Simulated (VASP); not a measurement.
# Ir (I4_1/amd) in VASP: relaxation of cell and atoms with LDA

Aim: the relaxation of cell and atoms of Ir with LDA.

All numbers are computed with VASP 6.6.1; they aren't measurements. Logs are shortened: lines on timing, memory, paths and dates and some standing lists are left out, and cuts for length are marked.

### 1 The cell of the first run

The structure is tetragonal, space group I4_1/amd (No. 141). Conventional cell: a = 4.775 Å, b = 4.775 Å, c = 2.607 Å, α = 90.00°, β = 90.00°, γ = 90.00°. Within 3.3 Å of Ir (site symmetry -4m2) lie 10 Ir at 2.47 to 3.09 Å.

### 2 Relaxation of cell and atoms, LDA

Input file INCAR:

```
SYSTEM = Ir
ALGO = Normal
EDIFF = 1E-6
EDIFFG = -0.01
ENCUT = 600
GGA = CA
IBRION = 2
ISIF = 3
ISMEAR = -1
ISYM = 0
LASPH = .TRUE.
LCHARG = .FALSE.
LREAL = .FALSE.
LWAVE = .FALSE.
NELM = 100
NSW = 80
PREC = Accurate
SIGMA = 0.1
```

Input file KPOINTS:

```
k-points
0
G
  14 14 9
  0 0 0
```

Input file POSCAR:

```
Ir
1.0
   -2.3872555793      2.3872555793      1.3034415463
    2.3872555793     -2.3872555793      1.3034415463
    2.3872555793      2.3872555793     -1.3034415463
Ir
2
Direct
    0.0000000000      0.0000000000      0.0000000000
    0.7500000000      0.2500000000      0.5000000000
```

Potentials or basis: VASP PAW LDA potentials, release 64 (Ir).

On the command line:

```console
$ cat potpaw_LDA.64/Ir/POTCAR > POTCAR
$ mpirun -np 1 vasp_std > vasp.out
```

OUTCAR:

```text
SYSTEM = Ir
   EDIFF = 1E-6
   EDIFFG = -0.01
   ENCUT = 600
   GGA = CA
   IBRION = 2
   ISIF = 3
   ISMEAR = -1
   ISYM = 0
   LASPH = .TRUE.
   LREAL = .FALSE.
   NELM = 100
   NSW = 80
   PREC = Accurate

 ion  position               nearest neighbor table
   1  0.000  0.000  0.000-   2 2.47   2 2.47   2 2.47   2 2.47   2 3.09   2 3.09   2 3.09   2 3.09

   2  0.750  0.250  0.500-   1 2.47   1 2.47   1 2.47   1 2.47   1 3.09   1 3.09   1 3.09   1 3.09

IMPORTANT INFORMATION: All symmetrisations will be switched off!
NOSYMM: (Re-)initialisation of all symmetry stuff for point group C_1.

----------------------------------------------------------------------------------------

                                     Primitive cell

  volume of cell :      29.7132

  direct lattice vectors                    reciprocal lattice vectors
    -2.387255579  2.387255579  1.303441546     0.000000000  0.209445526  0.383599864
     2.387255579 -2.387255579  1.303441546     0.209445526  0.000000000  0.383599864
     2.387255579  2.387255579 -1.303441546     0.209445526  0.209445526  0.000000000

  length of vectors
     3.618969227  3.618969227  3.618969227     0.437054097  0.437054097  0.296200703

  position of ions in fractional coordinates (direct lattice)
     0.000000000  0.000000000  0.000000000
     0.750000000  0.250000000  0.500000000

  ion indices of the primitive-cell ions
   primitive index   ion index
                 1           1
                 2           2

----------------------------------------------------------------------------------------

 KPOINTS: k-points

Automatic generation of k-mesh.
 Grid dimensions read from file:
 generate k-points for:   14   14    9

 Generating k-lattice:

  Cartesian coordinates                     Fractional coordinates (reciprocal lattice)
     0.000000000  0.014960395  0.027399990     0.071428571  0.000000000 -0.000000000
     0.014960395  0.000000000  0.027399990     0.000000000  0.071428571 -0.000000000
     0.023271725  0.023271725  0.000000000     0.000000000  0.000000000  0.111111111

  Length of vectors
     0.031218150  0.031218150  0.032911189

  Shift w.r.t. Gamma in fractional coordinates (k-lattice)
     0.000000000  0.000000000  0.000000000

 -----------------------------------------------------------------------------
|                                                                             |
[... 92 lines left out ...]
  Fermi-wavevector in a.u.,A,eV,Ry     =   1.385211  2.617669 26.106981  1.918809
  Thomas-Fermi vector in A             =   2.509642
   LORBIT       =      0    0 simple, 1 ext, 2 COOP (PROOUT), +10 PAW based schemes
   GGA     = CA    functional components
   LHFCALC =     F    Hartree Fock is set to
   AEXX    =    0.0000 exact exchange contribution
   IVDW    =     0    specifies the selected vdW correction
   LEPSILON=     F    determine dielectric tensor
   LRPA    =     F    only Hartree local field effects (RPA)
 conjugate gradient relaxation of ions
 non-spin polarized calculation
  energy-cutoff  :      600.00
  volume of cell :       29.71
 maximum number of plane-waves:      1006
 NGX is ok and might be reduce to    30
   NGX = 15   NGY = 15   NGZ = 15

--------------------------------------- Ionic step        1  -------------------------------------------

 number of electron      17.9999999 magnetization

 Free energy of the ion-electron system (eV)
  ---------------------------------------------------
  ext. energy  EPLUGINS =         0.00000000
  ---------------------------------------------------
  free energy    TOTEN  =       -19.10001697 eV

  energy without entropy =      -19.03080772  energy(sigma->0) =      -19.06541235

------------------------ aborting loop because EDIFF is reached ----------------------------------------

  FORCE on cell =-STRESS in cart. coord.  units (eV):
  Direction    XX          YY          ZZ          XY          YZ          ZX
  --------------------------------------------------------------------------------------
  -------------------------------------------------------------------------------------
  Total        1.9343198      1.9343268      4.3803660     -0.0032088      0.0013053      0.0013011
  in kB      104.3012424    104.3016177    236.1954881     -0.1730224      0.0703841      0.0701560
  external PRESSURE =     148.2661161 kB  Pullay stress =       0.0000000 kB
[... 275 lines left out ...]
--------------------------------------- Ionic step        9  -------------------------------------------

 number of electron      17.9999999 magnetization

 Free energy of the ion-electron system (eV)
  ---------------------------------------------------
  ext. energy  EPLUGINS =         0.00000000
  ---------------------------------------------------
  free energy    TOTEN  =       -19.18492085 eV

  energy without entropy =      -19.11412484  energy(sigma->0) =      -19.14952284

 E-fermi :   8.6835     XC(G=0): -13.5096

 val. band max:        8.6831088375   @ k =  -0.2857   0.2143   0.3333
 cond. band min:       8.6888002901   @ k =  -0.1429  -0.2857   0.4444
 fundamental gap:      0.0056914525
 Fermi energy:         8.6834587947

 k-point     1 :       0.0000    0.0000    0.0000
  band No.  band energies     occupation
      1      -1.2852      2.00000
      2       1.6201      2.00000
      3       2.6004      2.00000
      4       3.5078      2.00000
      5       4.2949      2.00000
      6       7.4977      1.99999
      7       7.4978      1.99999
      8       7.5829      1.99997
      9       7.5830      1.99997
     10      10.3089      0.00000
     11      11.5966      0.00000
     12      14.3291      0.00000
     13      14.3331      0.00000
[... 354 lines left out ...]
  band No.  band energies     occupation
      1       0.1264      2.00000
      2       2.2942      2.00000
      3       2.8566      2.00000
      4       4.5838      2.00000
      5       4.8624      2.00000
      6       5.6048      2.00000
      7       6.0624      2.00000
      8       7.3515      2.00000
      9       7.5432      1.99998
     10       9.9072      0.00001
     11      10.9994      0.00000
     12      15.9655      0.00000
     13      17.4004      0.00000

 [... further k-points ...]

------------------------ aborting loop because EDIFF is reached ----------------------------------------

  FORCE on cell =-STRESS in cart. coord.  units (eV):
  Direction    XX          YY          ZZ          XY          YZ          ZX
  --------------------------------------------------------------------------------------
  -------------------------------------------------------------------------------------
  Total        0.0064096      0.0064099     -0.0192804     -0.0024573      0.0001834      0.0001828
  in kB        0.3308666      0.3308824     -0.9952622     -0.1268455      0.0094682      0.0094370
  external PRESSURE =      -0.1111710 kB  Pullay stress =       0.0000000 kB
[... 17 lines left out ...]
  FREE ENERGIE OF THE ION-ELECTRON SYSTEM (eV)
  ---------------------------------------------------
  free  energy   TOTEN  =       -19.1849208454 eV

  energy  without entropy=      -19.1141248437  energy(sigma->0) =      -19.14952284

 reached required accuracy - stopping structural energy minimisation
```

OSZICAR:

```text
N       E                     dE             d eps       ncg     rms          rms(c)
DAV:   1     0.173682597957E+03    0.17368E+03   -0.91845E+03 22984   0.154E+03
DAV:   2    -0.118702636863E+02   -0.18555E+03   -0.17256E+03 23139   0.396E+02
[... 69 lines left out ...]
   8 F= -.19184729E+02 E0= -.19149249E+02  d E =0.160514E-03
       N       E                     dE             d eps       ncg     rms          rms(c)
DAV:   1    -0.191856706588E+02   -0.94062E-03   -0.26045E-02 22984   0.237E+00    0.226E-01
DAV:   2    -0.191849890316E+02    0.68163E-03   -0.13487E-03 26075   0.520E-01    0.719E-02
DAV:   3    -0.191849209357E+02    0.68096E-04   -0.25947E-04 30342   0.200E-01    0.251E-02
DAV:   4    -0.191849210614E+02   -0.12570E-06   -0.15150E-05 24044   0.465E-02    0.566E-03
DAV:   5    -0.191849208454E+02    0.21599E-06   -0.14952E-06 13812   0.220E-02
   9 F= -.19184921E+02 E0= -.19149523E+02  d E =-.308324E-04
```

It took 37 min on 1 thread of Oxide Virtual Turin-like, shared host; peak memory 0.47 GiB.

What came out:

```
Free energy                           : -19.1849 eV
Relaxed volume                        : 15.52 Å³/atom
Relaxed cell                          : a = 3.646 Å, b = 3.646 Å, c = 3.646 Å, α = 97.93°, β = 97.93°, γ = 136.38°
Space group after relaxing (to 0.1 Å) : I4_1/amd (No. 141)
Energy gained by relaxing             : 42.5 meV/atom
Ionic steps                           : 9
Pressure after relaxing               : 0.0 GPa
Band gap on the k mesh                : zero (bands 9 and 10 overlap by 2.77 eV)
```

The path:
```csv
step,energy change (eV),largest force (eV/Å),pressure (GPa),volume (Å³)
1,0.0000,0.0048,14.83,29.71
2,0.4887,0.0017,-32.08,35.99
3,-0.0732,0.0022,-2.57,31.25
4,-0.0736,0.0023,-1.62,31.15
5,-0.0805,0.0005,1.74,30.92
6,-0.0849,0.0014,0.31,31.01
7,-0.0849,0.0013,0.34,31.01
8,-0.0847,0.0004,-0.72,31.11
9,-0.0849,0.0009,-0.01,31.04
```

Final structure:
```
CELL_PARAMETERS angstrom
-2.39361 2.39366 1.35449
2.39366 -2.39361 1.35449
2.39325 2.39325 -1.35440
ATOMIC_POSITIONS crystal
Ir 0.99998 0.00002 0.00000
Ir 0.75002 0.24998 0.50000
```

Levels at points of the mesh, in eV from the Fermi level:
```tsv
k point	band 5	band 6	band 7	band 8	band 9	band 10	band 11	band 12	band 13
(0.00, 0.00, 0.00)	-4.39	-1.19	-1.19	-1.10	-1.10	1.63	2.91	5.65	5.65
(0.50, 0.00, 0.00)	-2.82	-2.29	-1.74	-0.62	0.54	0.80	2.83	5.28	7.08
(0.00, 0.50, 0.00)	-2.82	-2.29	-1.74	-0.62	0.54	0.80	2.83	5.28	7.08
(0.50, 0.50, 0.00)	-3.82	-3.82	-2.07	-2.07	0.12	0.12	0.65	0.65	12.91
```

Caveat: spin-orbit coupling is left out, which moves the levels of the heavy elements.
